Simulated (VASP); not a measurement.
# HfH5 (F-43m) in VASP: notebook

HfH5 is run at these levels: PBE; tasks: single point.

Program: VASP 6.6.1. These are calculated values, not measurements. Logs are shortened: lines on timing, memory, paths and dates and some standing lists are left out, and cuts for length are marked.

**1. The cell of the first run**

It takes space group F-43m (No. 216, cubic). The conventional cell has a = 5.135 Å, b = 5.135 Å, c = 5.135 Å, α = 90.00°, β = 90.00°, γ = 90.00°. Hf (site symmetry -43m) has 16 H at 2.13 to 2.22 Å within 2.8 Å. H (site symmetry 3m) has 9 H at 1.79 to 2.13 Å and 3 Hf at 2.13 Å within 2.4 Å. H (site symmetry -43m) has 12 H at 2.13 Å and 4 Hf at 2.22 Å within 2.8 Å.

The cell was generated, and may not be a known phase.

**2. Single point, PBE**

INCAR reads:

```
PREC = Accurate
ENCUT = 520
EDIFF = 1E-7
ISMEAR = 0
SIGMA = 0.1
LREAL = False
LASPH = True
NELM = 80
ALGO = Normal
ISIF = 2
LWAVE = False
LCHARG = False
GGA = PE
NBANDS = 16
```

KPOINTS reads:

```
Automatic mesh
0
Gamma
  6 6 6
```

POSCAR reads:

```
HfH5
1.0
    0.0000000000      2.5676761493      2.5676761493
    2.5676761493      0.0000000000      2.5676761493
    2.5676761493      2.5676761493      0.0000000000
Hf H
1 5
Direct
    0.0000000000      0.0000000000      0.0000000000
    0.1307104735      0.6230965088      0.6230965088
    0.6230965088      0.6230965088      0.6230965088
    0.6230965088      0.1307104735      0.6230965088
    0.6230965088      0.6230965088      0.1307104735
    0.2500000000      0.2500000000      0.2500000000
```

Potentials or basis: VASP PAW PBE potentials, release 64 (Hf_pv, H).

The run is started by

```
$ cat potpaw_PBE.64/Hf_pv/POTCAR potpaw_PBE.64/H/POTCAR > POTCAR
$ mpirun -np 1 vasp_std > vasp.out
```

OUTCAR:

```text
PREC = Accurate
   ENCUT = 520
   EDIFF = 1E-7
   ISMEAR = 0
   LREAL = False
   LASPH = True
   NELM = 80
   ISIF = 2
   GGA = PE

 ion  position               nearest neighbor table
   1  0.000  0.000  0.000-   4 2.13   5 2.13   2 2.13   5 2.13   2 2.13   4 2.13   3 2.13   3 2.13
                             3 2.13   2 2.13   4 2.13   5 2.13   6 2.22   6 2.22   6 2.22   6 2.22
   2  0.131  0.623  0.623-   1 2.13   1 2.13   1 2.13
   3  0.623  0.623  0.623-   1 2.13   1 2.13   1 2.13
   4  0.623  0.131  0.623-   1 2.13   1 2.13   1 2.13
   5  0.623  0.623  0.131-   1 2.13   1 2.13   1 2.13
   6  0.250  0.250  0.250-   1 2.22   1 2.22   1 2.22   1 2.22

  LATTYP: Found a face centered cubic cell.
 ALAT       =     5.1353522986

  Lattice vectors:

 A1 = (   0.0000000000,   2.5676761493,   2.5676761493)
 A2 = (   2.5676761493,   0.0000000000,   2.5676761493)
 A3 = (   2.5676761493,   2.5676761493,   0.0000000000)

Analysis of symmetry for initial positions (statically):
=====================================================================
 Subroutine PRICEL returns:
 Original cell was already a primitive cell.

 Routine SETGRP: Setting up the symmetry group for a
 face centered cubic supercell.

 Subroutine GETGRP returns: Found 24 space group operations
 (whereof 24 operations were pure point group operations)
 out of a pool of 48 trial point group operations.

The static configuration has the point symmetry T_d .

Analysis of symmetry for dynamics (positions and initial velocities):
=====================================================================
 Subroutine PRICEL returns:
 Original cell was already a primitive cell.

 Routine SETGRP: Setting up the symmetry group for a
 face centered cubic supercell.

 Subroutine GETGRP returns: Found 24 space group operations
 (whereof 24 operations were pure point group operations)
 out of a pool of 48 trial point group operations.

The dynamic configuration has the point symmetry T_d .

 Subroutine INISYM returns: Found 24 space group operations
 (whereof 24 operations are pure point group operations),
 and found     1 'primitive' translations

----------------------------------------------------------------------------------------

                                     Primitive cell

  volume of cell :      33.8572

  direct lattice vectors                    reciprocal lattice vectors
     0.000000000  2.567676149  2.567676149    -0.194728607  0.194728607  0.194728607
     2.567676149  0.000000000  2.567676149     0.194728607 -0.194728607  0.194728607
     2.567676149  2.567676149  0.000000000     0.194728607  0.194728607 -0.194728607

  length of vectors
     3.631242434  3.631242434  3.631242434     0.337279841  0.337279841  0.337279841

  position of ions in fractional coordinates (direct lattice)
     0.000000000  0.000000000  0.000000000
     0.130710474  0.623096509  0.623096509
     0.623096509  0.623096509  0.623096509
     0.623096509  0.130710474  0.623096509
     0.623096509  0.623096509  0.130710474
     0.250000000  0.250000000  0.250000000

  ion indices of the primitive-cell ions
   primitive index   ion index
                 1           1
                 2           2
                 3           3
                 4           4
                 5           5
                 6           6

----------------------------------------------------------------------------------------

 KPOINTS: Automatic mesh

Automatic generation of k-mesh.
 Grid dimensions read from file:
 generate k-points for:    6    6    6

 Generating k-lattice:

  Cartesian coordinates                     Fractional coordinates (reciprocal lattice)
    -0.032454768  0.032454768  0.032454768     0.166666667  0.000000000  0.000000000
     0.032454768 -0.032454768  0.032454768     0.000000000  0.166666667  0.000000000
     0.032454768  0.032454768 -0.032454768     0.000000000  0.000000000  0.166666667

  Length of vectors
     0.056213307  0.056213307  0.056213307

  Shift w.r.t. Gamma in fractional coordinates (k-lattice)
     0.000000000  0.000000000  0.000000000

 Subroutine IBZKPT returns following result:
 ===========================================

 Found     16 irreducible k-points:

 Following reciprocal coordinates:
            Coordinates               Weight
  0.000000  0.000000  0.000000      1.000000
  0.166667  0.000000  0.000000      8.000000
  0.333333  0.000000  0.000000      8.000000
  0.500000  0.000000  0.000000      4.000000
  0.166667  0.166667  0.000000      6.000000
  0.333333  0.166667  0.000000     24.000000
[... 8 lines left out ...]
 -0.333333  0.333333  0.166667     24.000000
 -0.333333  0.500000  0.166667     12.000000
   k-points           NKPTS =     16   k-points in BZ     NKDIM =     16   number of bands    NBANDS=     16
   number of dos      NEDOS =    301   number of ions     NIONS =      6
   total plane-waves  NPLWV =  21952
   dimension x,y,z NGX =    28 NGY =   28 NGZ =   28
   dimension x,y,z NGXF=    56 NGYF=   56 NGZF=   56
   ions per type =               1   5
   NGX,Y,Z   is equivalent  to a cutoff of  12.82, 12.82, 12.82 a.u.
   NGXF,Y,Z  is equivalent  to a cutoff of  25.64, 25.64, 25.64 a.u.
 SYSTEM =  unknown system
   PREC   = accura    normal or accurate (medium, high low for compatibility)
   ISTART =      0    job   : 0-new  1-cont  2-samecut
   ICHARG =      2    charge: 1-file 2-atom 10-const
   ISPIN  =      1    spin polarized calculation?
   LNONCOLLINEAR =      F non collinear calculations
   LSORBIT =      F    spin-orbit coupling
   LASPH  =      T    aspherical Exc in radial PAW
   ENCUT  =  520.0 eV  38.22 Ry    6.18 a.u.   6.75  6.75  6.75*2*pi/ulx,y,z
   NELM   =     80;   NELMIN=  2; NELMDL= -5     # of ELM steps
   EDIFF  = 0.1E-06   stopping-criterion for ELM
   LREAL  =      F    real-space projection
   EDIFFG = 0.1E-05   stopping-criterion for IOM
   NSW    =      0    number of steps for IOM
   IBRION =     -1    ionic relax: 0-MD 1-quasi-New 2-CG
   NFREE  =      0    steps in history (QN), initial steepest desc. (CG)
   ISIF   =      2    stress and relaxation
   ISYM   =      2    0-nonsym 1-usesym 2-fastsym
   POTIM  = 0.5000    time-step for ionic-motion
   TEBEG  =    0.0;   TEEND  =   0.0 temperature during run
   PSTRESS=    0.0 pullay stress
   NELECT =      15.0000    total number of electrons
   NUPDOWN=      -1.0000    fix difference up-down
   EMIN   =  10.00;   EMAX   =-10.00  energy-range for DOS
   EFERMI =   0.00;   METHOD = LEGACY
   ISMEAR =     0;   SIGMA  =   0.10  broadening in eV -4-tet -1-fermi 0-gaus
   EFERMI_NEDOS =   21; number of points for ismear=-14 and -15
   IALGO  =     38    algorithm
   IMIX   =      4    mixing-type and parameters
     AMIX     =   0.40;   BMIX     =  1.00
     AMIX_MAG =   1.60;   BMIX_MAG =  1.00
  volume/ion in A,a.u.               =       5.64        38.08
  Fermi-wavevector in a.u.,A,eV,Ry     =   1.248020  2.358417 21.191820  1.557555
  Thomas-Fermi vector in A             =   2.382126
   LORBIT       =      0    0 simple, 1 ext, 2 COOP (PROOUT), +10 PAW based schemes
   GGA     = PE    functional components
   LHFCALC =     F    Hartree Fock is set to
   AEXX    =    0.0000 exact exchange contribution
   IVDW    =     0    specifies the selected vdW correction
   LEPSILON=     F    determine dielectric tensor
   LRPA    =     F    only Hartree local field effects (RPA)
 non-spin polarized calculation
 Gauss-broadening in eV      SIGMA  =   0.10
  energy-cutoff  :      520.00
  volume of cell :       33.86
 maximum number of plane-waves:       941
   NGX = 13   NGY = 13   NGZ = 13

 number of electron      15.0000000 magnetization

 Free energy of the ion-electron system (eV)
  ---------------------------------------------------
  ext. energy  EPLUGINS =         0.00000000
  ---------------------------------------------------
  free energy    TOTEN  =       -25.68376418 eV

  energy without entropy =      -25.67019067  energy(sigma->0) =      -25.67697743

 E-fermi :   4.2705     XC(G=0): -11.5279

 val. band max:        4.2618053727   @ k =   0.1667   0.0000   0.0000
 cond. band min:       4.3024099898   @ k =   0.5000   0.3333   0.1667
 fundamental gap:      0.0406046171
 Fermi energy:         4.2705130578

 k-point     1 :       0.0000    0.0000    0.0000
  band No.  band energies     occupation
      1     -26.5184      2.00000
      2     -26.5184      2.00000
      3     -26.5184      2.00000
      4      -7.9655      2.00000
      5       2.6064      2.00000
      6       2.6064      2.00000
[... 8 lines left out ...]
     15      16.8534      0.00000
     16      19.9797      0.00000

 k-point     2 :       0.1667    0.0000    0.0000
  band No.  band energies     occupation
      1     -26.5881      2.00000
      2     -26.5266      2.00000
      3     -26.5266      2.00000
      4      -7.3799      2.00000
      5       0.7161      2.00000
      6       2.5285      2.00000
[... 8 lines left out ...]
     15      16.5157      0.00000
     16      16.8999      0.00000

 k-point     3 :       0.3333    0.0000    0.0000
  band No.  band energies     occupation
      1     -26.7237      2.00000
      2     -26.5429      2.00000
      3     -26.5429      2.00000
      4      -5.8219      2.00000
      5      -1.5186      2.00000
      6       2.0033      2.00000
[... 8 lines left out ...]
     15      15.7747      0.00000
     16      15.7747      0.00000
[... 210 lines left out ...]
 k-point    15 :      -0.3333    0.3333    0.1667
  band No.  band energies     occupation
      1     -26.7261      2.00000
      2     -26.6564      2.00000
      3     -26.5892      2.00000
      4      -3.2920      2.00000
      5      -2.5357      2.00000
      6      -1.0237      2.00000
[... 8 lines left out ...]
     15      15.5556      0.00000
     16      16.8632      0.00000

 k-point    16 :      -0.3333    0.5000    0.1667
  band No.  band energies     occupation
      1     -26.7311      2.00000
      2     -26.6513      2.00000
      3     -26.6142      2.00000
      4      -3.1946      2.00000
      5      -2.2470      2.00000
      6      -1.3118      2.00000
[... 8 lines left out ...]
     15      16.8614      0.00000
     16      17.0366      0.00000

------------------------ aborting loop because EDIFF is reached ----------------------------------------

  FORCE on cell =-STRESS in cart. coord.  units (eV):
  Direction    XX          YY          ZZ          XY          YZ          ZX
  --------------------------------------------------------------------------------------
  -------------------------------------------------------------------------------------
  Total       -0.2584000     -0.2584000     -0.2584000      0.0000000      0.0000000     -0.0000000
  in kB      -12.2279143    -12.2279143    -12.2279143      0.0000000      0.0000000     -0.0000000
  external PRESSURE =     -12.2279143 kB  Pullay stress =       0.0000000 kB

 VOLUME and BASIS-vectors are now :
 -----------------------------------------------------------------------------
  energy-cutoff  :      520.00
  volume of cell :       33.86
      direct lattice vectors                 reciprocal lattice vectors
     0.000000000  2.567676149  2.567676149    -0.194728607  0.194728607  0.194728607
     2.567676149  0.000000000  2.567676149     0.194728607 -0.194728607  0.194728607
     2.567676149  2.567676149  0.000000000     0.194728607  0.194728607 -0.194728607

 POSITION                                       TOTAL-FORCE (eV/Angst)
 -----------------------------------------------------------------------------------
      0.00000      0.00000      0.00000        -0.000000     -0.000000     -0.000000
      3.19982      1.93553      1.93553        -0.001830      0.001830      0.001830
      3.19982      3.19982      3.19982        -0.001830     -0.001830     -0.001830
      1.93553      3.19982      1.93553         0.001830     -0.001830      0.001830
      1.93553      1.93553      3.19982         0.001830      0.001830     -0.001830
      1.28384      1.28384      1.28384        -0.000000     -0.000000     -0.000000
 -----------------------------------------------------------------------------------
    total drift:                                0.000000      0.000000      0.000000

  FREE ENERGIE OF THE ION-ELECTRON SYSTEM (eV)
  ---------------------------------------------------
  free  energy   TOTEN  =       -25.6837641821 eV

  energy  without entropy=      -25.6701906696  energy(sigma->0) =      -25.67697743
```

Wall time 14 s (1 thread of AMD EPYC 7R13 (Zen 3), shared host); peak memory 0.12 GiB.

Results:

| Property | Result |
| --- | --- |
| Free energy | -25.6838 eV |
| Pressure | -1.2 GPa |
| Largest force | 0.003 eV/Å |
| Band gap on the k mesh | zero (an odd number of electrons rules out a gap without spin polarisation) |

Forces in eV/Å, atoms in the order of the input:
```
Hf   0.000  0.000  0.000
H   -0.002  0.002  0.002
H   -0.002 -0.002 -0.002
H    0.002 -0.002  0.002
H    0.002  0.002 -0.002
H    0.000  0.000  0.000
```

Caveat: spin-orbit coupling is left out, which moves the levels of the heavy elements; an odd number of electrons without spin polarisation forces a metal; a magnetic or distorted state may lie lower.

**3. Single point, PBE**

This run uses another cell than the first one, of 9.46 Å³/atom.

INCAR reads:

```
SYSTEM = HfH5
ALGO     = Normal         ! electronic algorithm
EDIFF    = 1E-6           ! SCF threshold, eV
ENCUT    = 520            ! plane-wave cutoff, eV
GGA      = PE             ! functional
ISIF     = 2              ! what is computed and relaxed
ISMEAR   = 0              ! smearing method
LASPH    = .TRUE.         ! aspherical terms in the spheres
LCHARG   = .FALSE.        ! write CHGCAR
LREAL    = .FALSE.        ! projectors in reciprocal space
LWAVE    = .FALSE.        ! write WAVECAR
NBANDS   = 16             ! bands
NELM     = 100            ! most SCF steps
PREC     = Accurate       ! precision mode
SIGMA    = 0.1            ! smearing width, eV
```

KPOINTS reads:

```
k-points
0
G
  6 6 6
  0 0 0
```

POSCAR reads:

```
HfH5
1.0
    0.0000000000      3.0498076200      3.0498076200
    3.0498076200      0.0000000000      3.0498076200
    3.0498076200      3.0498076200      0.0000000000
Hf H
1 5
Direct
    0.0000000000      0.0000000000      0.0000000000
    0.1250000000      0.6250000000      0.6250000000
    0.6250000000      0.6250000000      0.6250000000
    0.6250000000      0.1250000000      0.6250000000
    0.6250000000      0.6250000000      0.1250000000
    0.2500000000      0.2500000000      0.2500000000
```

Potentials or basis: VASP PAW PBE potentials, release 64 (Hf_pv, H).

The run is started by

```
$ cat potpaw_PBE.64/Hf_pv/POTCAR potpaw_PBE.64/H/POTCAR > POTCAR
$ mpirun -np 1 vasp_std > vasp.out
```

It took 16 s on 1 thread of AMD EPYC 7R13 (Zen 3), shared host; peak memory 0.15 GiB.

Results (log left out):

- Free energy: -22.6302 eV
- Pressure: -28.3 GPa
- Band gap on the k mesh: zero (an odd number of electrons rules out a gap without spin polarisation)

Levels at points of the mesh, in eV from the Fermi level:
```
           k point  band 4  band 5  band 6  band 7  band 8  band 9  band 10  band 11  band 12  band 13
(0.00, 0.00, 0.00)   -8.31   -0.81   -0.81   -0.81   -0.29    1.35     1.35     2.80     2.80     2.80
(0.50, 0.00, 0.00)   -5.67   -5.16   -1.35   -1.35   -0.13    2.02     2.02     2.27     3.95     3.95
(0.50, 0.50, 0.00)   -4.89   -4.62   -3.26   -0.43   -0.43    1.66     2.02     2.30     2.30     4.95
```

Caveat: the cell stands under tension; spin-orbit coupling is left out, which moves the levels of the heavy elements; an odd number of electrons without spin polarisation forces a metal; a magnetic or distorted state may lie lower.

The gap in the log of VASP goes by the Fermi energy; the results here count the filled bands.